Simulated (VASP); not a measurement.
# MgO (zincblende type) (F-43m) in VASP: a series of runs

Runs on MgO (zincblende type). Level: PBE. Tasks: electric field gradients.

All numbers are computed with VASP 6.6.1; they aren't measurements. Logs are shortened: lines on timing, memory, paths and dates and some standing lists are left out, and cuts for length are marked.

## 1. The cell of the first run

Symmetry: F-43m, No. 216, cubic system. The conventional cell has a = 4.518 Å, b = 4.518 Å, c = 4.518 Å, α = 90.00°, β = 90.00°, γ = 90.00°. Mg (site symmetry -43m) has 4 O at 1.96 Å within 2.6 Å. O (site symmetry -43m) has 4 Mg at 1.96 Å within 2.6 Å.

## 2. Electric field gradients, PBE (volume scaled by 0.9405)

INCAR reads:

```
ALGO = Normal
EDIFF = 1E-8
ENCUT = 520
GGA = PE
ISIF = 2
ISMEAR = -1
LASPH = T
LCHARG = F
LEFG = T
LREAL = F
LWAVE = F
NBANDS = 11
NELM = 60
PREC = Accurate
SIGMA = 0.08
```

KPOINTS reads:

```
k-points
0
Gamma
  13 13 13
```

POSCAR reads:

```
MgO
1.0
    0.0000000000      2.2592223707      2.2592223707
    2.2592223707      0.0000000000      2.2592223707
    2.2592223707      2.2592223707      0.0000000000
Mg O
1 1
Direct
    0.0000000000      0.0000000000      0.0000000000
    0.2500000000      0.2500000000      0.2500000000
```

Potentials or basis: VASP PAW PBE potentials, release 64 (Mg, O).

The run is started by

```sh
$ cat potpaw_PBE.64/Mg/POTCAR potpaw_PBE.64/O/POTCAR > POTCAR
$ mpirun -np 1 vasp_std > vasp.out
```

OUTCAR:

```text
EDIFF = 1E-8
   ENCUT = 520
   GGA = PE
   ISIF = 2
   ISMEAR = -1
   LASPH = T
   LREAL = F
   NELM = 60
   PREC = Accurate

 ion  position               nearest neighbor table
   1  0.000  0.000  0.000-   2 1.96   2 1.96   2 1.96   2 1.96
   2  0.250  0.250  0.250-   1 1.96   1 1.96   1 1.96   1 1.96

  LATTYP: Found a face centered cubic cell.
 ALAT       =     4.5184447414

  Lattice vectors:

 A1 = (   0.0000000000,   2.2592223707,   2.2592223707)
 A2 = (   2.2592223707,   0.0000000000,   2.2592223707)
 A3 = (   2.2592223707,   2.2592223707,   0.0000000000)

Analysis of symmetry for initial positions (statically):
=====================================================================
 Subroutine PRICEL returns:
 Original cell was already a primitive cell.

 Routine SETGRP: Setting up the symmetry group for a
 face centered cubic supercell.

 Subroutine GETGRP returns: Found 24 space group operations
 (whereof 24 operations were pure point group operations)
 out of a pool of 48 trial point group operations.

The static configuration has the point symmetry T_d .

Analysis of symmetry for dynamics (positions and initial velocities):
=====================================================================
 Subroutine PRICEL returns:
 Original cell was already a primitive cell.

 Routine SETGRP: Setting up the symmetry group for a
 face centered cubic supercell.

 Subroutine GETGRP returns: Found 24 space group operations
 (whereof 24 operations were pure point group operations)
 out of a pool of 48 trial point group operations.

The dynamic configuration has the point symmetry T_d .

 Subroutine INISYM returns: Found 24 space group operations
 (whereof 24 operations are pure point group operations),
 and found     1 'primitive' translations

----------------------------------------------------------------------------------------

                                     Primitive cell

  volume of cell :      23.0625

  direct lattice vectors                    reciprocal lattice vectors
     0.000000000  2.259222371  2.259222371    -0.221315089  0.221315089  0.221315089
     2.259222371  0.000000000  2.259222371     0.221315089 -0.221315089  0.221315089
     2.259222371  2.259222371  0.000000000     0.221315089  0.221315089 -0.221315089

  length of vectors
     3.195022917  3.195022917  3.195022917     0.383328979  0.383328979  0.383328979

  position of ions in fractional coordinates (direct lattice)
     0.000000000  0.000000000  0.000000000
     0.250000000  0.250000000  0.250000000

  ion indices of the primitive-cell ions
   primitive index   ion index
                 1           1
                 2           2

----------------------------------------------------------------------------------------

 KPOINTS: k-points

Automatic generation of k-mesh.
 Grid dimensions read from file:
 generate k-points for:   13   13   13

 Generating k-lattice:

  Cartesian coordinates                     Fractional coordinates (reciprocal lattice)
    -0.017024238  0.017024238  0.017024238     0.076923077  0.000000000  0.000000000
     0.017024238 -0.017024238  0.017024238     0.000000000  0.076923077  0.000000000
     0.017024238  0.017024238 -0.017024238     0.000000000  0.000000000  0.076923077

  Length of vectors
     0.029486845  0.029486845  0.029486845

  Shift w.r.t. Gamma in fractional coordinates (k-lattice)
     0.000000000  0.000000000  0.000000000

 Subroutine IBZKPT returns following result:
 ===========================================

 Found     84 irreducible k-points:

 Following reciprocal coordinates:
            Coordinates               Weight
  0.000000  0.000000  0.000000      1.000000
  0.076923  0.000000  0.000000      8.000000
  0.153846  0.000000  0.000000      8.000000
  0.230769  0.000000  0.000000      8.000000
  0.307692  0.000000  0.000000      8.000000
  0.384615  0.000000  0.000000      8.000000
[... 16 lines left out ...]
  0.384615  0.153846  0.000000     24.000000
  0.461538  0.153846  0.000000     24.000000
 [... further k-points ...]
   k-points           NKPTS =     84   k-points in BZ     NKDIM =     84   number of bands    NBANDS=     11
   number of dos      NEDOS =    301   number of ions     NIONS =      2
   total plane-waves  NPLWV =  13824
   dimension x,y,z NGX =    24 NGY =   24 NGZ =   24
   dimension x,y,z NGXF=    48 NGYF=   48 NGZF=   48
   ions per type =               1   1
   NGX,Y,Z   is equivalent  to a cutoff of  12.49, 12.49, 12.49 a.u.
   NGXF,Y,Z  is equivalent  to a cutoff of  24.98, 24.98, 24.98 a.u.
 SYSTEM =  unknown system
   PREC   = accura    normal or accurate (medium, high low for compatibility)
   ISTART =      0    job   : 0-new  1-cont  2-samecut
   ICHARG =      2    charge: 1-file 2-atom 10-const
   ISPIN  =      1    spin polarized calculation?
   LNONCOLLINEAR =      F non collinear calculations
   LSORBIT =      F    spin-orbit coupling
   LASPH  =      T    aspherical Exc in radial PAW
   ENCUT  =  520.0 eV  38.22 Ry    6.18 a.u.   5.94  5.94  5.94*2*pi/ulx,y,z
   NELM   =     60;   NELMIN=  2; NELMDL= -5     # of ELM steps
   EDIFF  = 0.1E-07   stopping-criterion for ELM
   LREAL  =      F    real-space projection
   EDIFFG = 0.1E-06   stopping-criterion for IOM
   NSW    =      0    number of steps for IOM
   IBRION =     -1    ionic relax: 0-MD 1-quasi-New 2-CG
   NFREE  =      0    steps in history (QN), initial steepest desc. (CG)
   ISIF   =      2    stress and relaxation
   ISYM   =      2    0-nonsym 1-usesym 2-fastsym
   POTIM  = 0.5000    time-step for ionic-motion
   TEBEG  =    0.0;   TEEND  =   0.0 temperature during run
   PSTRESS=    0.0 pullay stress
   NELECT =       8.0000    total number of electrons
   NUPDOWN=      -1.0000    fix difference up-down
   EMIN   =  10.00;   EMAX   =-10.00  energy-range for DOS
   EFERMI =   0.00;   METHOD = LEGACY
   ISMEAR =    -1;   SIGMA  =   0.08  broadening in eV -4-tet -1-fermi 0-gaus
   EFERMI_NEDOS =   21; number of points for ismear=-14 and -15
   IALGO  =     38    algorithm
   IMIX   =      4    mixing-type and parameters
     AMIX     =   0.40;   BMIX     =  1.00
     AMIX_MAG =   1.60;   BMIX_MAG =  1.00
  volume/ion in A,a.u.               =      11.53        77.82
  Fermi-wavevector in a.u.,A,eV,Ry     =   1.150277  2.173709 18.002381  1.323138
  Thomas-Fermi vector in A             =   2.286942
   LORBIT       =      0    0 simple, 1 ext, 2 COOP (PROOUT), +10 PAW based schemes
   GGA     = PE    functional components
   LHFCALC =     F    Hartree Fock is set to
   AEXX    =    0.0000 exact exchange contribution
   IVDW    =     0    specifies the selected vdW correction
   LEPSILON=     F    determine dielectric tensor
   LRPA    =     F    only Hartree local field effects (RPA)
 non-spin polarized calculation
  energy-cutoff  :      520.00
  volume of cell :       23.06
 maximum number of plane-waves:       632
   NGX = 11   NGY = 11   NGZ = 11

 number of electron       8.0000006 magnetization

 Free energy of the ion-electron system (eV)
  ---------------------------------------------------
  ext. energy  EPLUGINS =         0.00000000
  ---------------------------------------------------
  free energy    TOTEN  =       -11.66841760 eV

  energy without entropy =      -11.66841760  energy(sigma->0) =      -11.66841760

 E-fermi :   2.8035     XC(G=0):  -9.8507

 val. band max:        0.9457297815   @ k =  -0.0769   0.0769   0.0000
 cond. band min:       4.7605677558   @ k =   0.0000   0.0000   0.0000
 fundamental gap:      3.8148379743
 Fermi energy:         2.8034861306

 k-point     1 :       0.0000    0.0000    0.0000
  band No.  band energies     occupation
      1     -15.0431      2.00000
      2       0.9455      2.00000
      3       0.9455      2.00000
      4       0.9455      2.00000
      5       4.7606      0.00000
      6      18.0953      0.00000
      7      18.0953      0.00000
      8      18.0953      0.00000
      9      21.5538      0.00000
     10      21.5541      0.00000
     11      21.7005      0.00000

 k-point     2 :       0.0769    0.0000    0.0000
  band No.  band energies     occupation
      1     -15.0055      2.00000
      2       0.6439      2.00000
      3       0.9346      2.00000
      4       0.9346      2.00000
      5       5.1101      0.00000
      6      17.5202      0.00000
      7      18.1005      0.00000
      8      18.1005      0.00000
      9      20.4080      0.00000
     10      20.4080      0.00000
     11      21.3178      0.00000

 k-point     3 :       0.1538    0.0000    0.0000
  band No.  band energies     occupation
      1     -14.8991      2.00000
      2      -0.0246      2.00000
      3       0.9046      2.00000
      4       0.9046      2.00000
      5       5.9205      0.00000
      6      16.2336      0.00000
      7      17.8510      0.00000
      8      17.8510      0.00000
      9      19.9170      0.00000
     10      19.9170      0.00000
     11      20.8568      0.00000

 k-point     4 :       0.2308    0.0000    0.0000
  band No.  band energies     occupation
      1     -14.7446      2.00000
      2      -0.7598      2.00000
      3       0.8629      2.00000
      4       0.8629      2.00000
      5       6.8904      0.00000
      6      14.7837      0.00000
      7      17.1982      0.00000
      8      17.1982      0.00000
      9      20.3266      0.00000
     10      20.3266      0.00000
     11      20.6039      0.00000
[... 239 lines left out ...]
 k-point    22 :       0.3077    0.1538    0.0000
  band No.  band energies     occupation
      1     -14.5886      2.00000
      2      -1.0281      2.00000
      3       0.6228      2.00000
      4       0.6379      2.00000
      5       7.6394      0.00000
      6      13.8534      0.00000
      7      15.7189      0.00000
      8      17.2597      0.00000
      9      18.7814      0.00000
     10      22.6674      0.00000
     11      23.1339      0.00000

 k-point    23 :       0.3846    0.1538    0.0000
  band No.  band energies     occupation
      1     -14.4384      2.00000
      2      -1.4824      2.00000
      3       0.5033      2.00000
      4       0.6083      2.00000
      5       8.4457      0.00000
      6      12.7550      0.00000
      7      15.3224      0.00000
      8      16.8192      0.00000
      9      19.5072      0.00000
     10      23.2697      0.00000
     11      23.2838      0.00000

 k-point    24 :       0.4615    0.1538    0.0000
  band No.  band energies     occupation
      1     -14.3224      2.00000
      2      -1.7922      2.00000
      3       0.3734      2.00000
      4       0.6138      2.00000
      5       9.2433      0.00000
      6      11.7741      0.00000
      7      15.1289      0.00000
      8      16.4423      0.00000
      9      20.3224      0.00000
     10      23.5567      0.00000
     11      23.6628      0.00000

 [... further k-points ...]

------------------------ aborting loop because EDIFF is reached ----------------------------------------

  FORCE on cell =-STRESS in cart. coord.  units (eV):
  Direction    XX          YY          ZZ          XY          YZ          ZX
  --------------------------------------------------------------------------------------
  -------------------------------------------------------------------------------------
  Total        1.1012319      1.1012319      1.1012319      0.0000000      0.0000000      0.0000000
  in kB       76.5037000     76.5037000     76.5037000      0.0000000      0.0000000      0.0000000
  external PRESSURE =      76.5037000 kB  Pullay stress =       0.0000000 kB

 VOLUME and BASIS-vectors are now :
 -----------------------------------------------------------------------------
  energy-cutoff  :      520.00
  volume of cell :       23.06
      direct lattice vectors                 reciprocal lattice vectors
     0.000000000  2.259222371  2.259222371    -0.221315089  0.221315089  0.221315089
     2.259222371  0.000000000  2.259222371     0.221315089 -0.221315089  0.221315089
     2.259222371  2.259222371  0.000000000     0.221315089  0.221315089 -0.221315089

 POSITION                                       TOTAL-FORCE (eV/Angst)
 -----------------------------------------------------------------------------------
      0.00000      0.00000      0.00000         0.000000     -0.000000      0.000000
      1.12961      1.12961      1.12961        -0.000000      0.000000     -0.000000
 -----------------------------------------------------------------------------------
    total drift:                               -0.000001     -0.000001     -0.000001

  FREE ENERGIE OF THE ION-ELECTRON SYSTEM (eV)
  ---------------------------------------------------
  free  energy   TOTEN  =       -11.6684175976 eV

  energy  without entropy=      -11.6684175976  energy(sigma->0) =      -11.66841760

 Electric field gradients (V/A^2)
---------------------------------------------------------------------
 ion       V_xx      V_yy      V_zz      V_xy      V_xz      V_yz
---------------------------------------------------------------------
   1       0.000    -0.000    -0.000    -0.000    -0.000    -0.000
   2      -0.000    -0.000     0.000     0.002     0.002     0.002
---------------------------------------------------------------------

 Electric field gradients after diagonalization (V/A^2)
 (convention: |V_zz| > |V_xx| > |V_yy|)
----------------------------------------------------------------------
 ion       V_xx      V_yy      V_zz     asymmetry (V_yy - V_xx)/ V_zz
----------------------------------------------------------------------
   1       0.000     0.000    -0.000       0.000
   2      -0.002    -0.002     0.003       0.000
----------------------------------------------------------------------

           NMR quadrupolar parameters

 Cq : quadrupolar parameter    Cq=e*Q*V_zz/h
 eta: asymmetry parameters     (V_yy - V_xx)/ V_zz
 Q  : nuclear electric quadrupole moment in mb (millibarn)
----------------------------------------------------------------------
 ion       Cq(MHz)       eta       Q (mb)
----------------------------------------------------------------------
   1      -0.000       0.000       1.000
   2       0.000       0.000       1.000
----------------------------------------------------------------------
```

It took 6.4 s on 1 thread of Intel Xeon 6975P-C (Granite Rapids), shared host; peak memory 0.14 GiB.

Results:

| Item | Value |
| --- | --- |
| Free energy | -11.6684 eV |
| Pressure | 7.7 GPa |
| Band gap on the k mesh | 3.81 eV, direct |

Caveat: without QUAD_EFG the Cq values of the log hold for a quadrupole moment of 1 mb, not for the nuclei.

(Continued in part 2 of 2.)
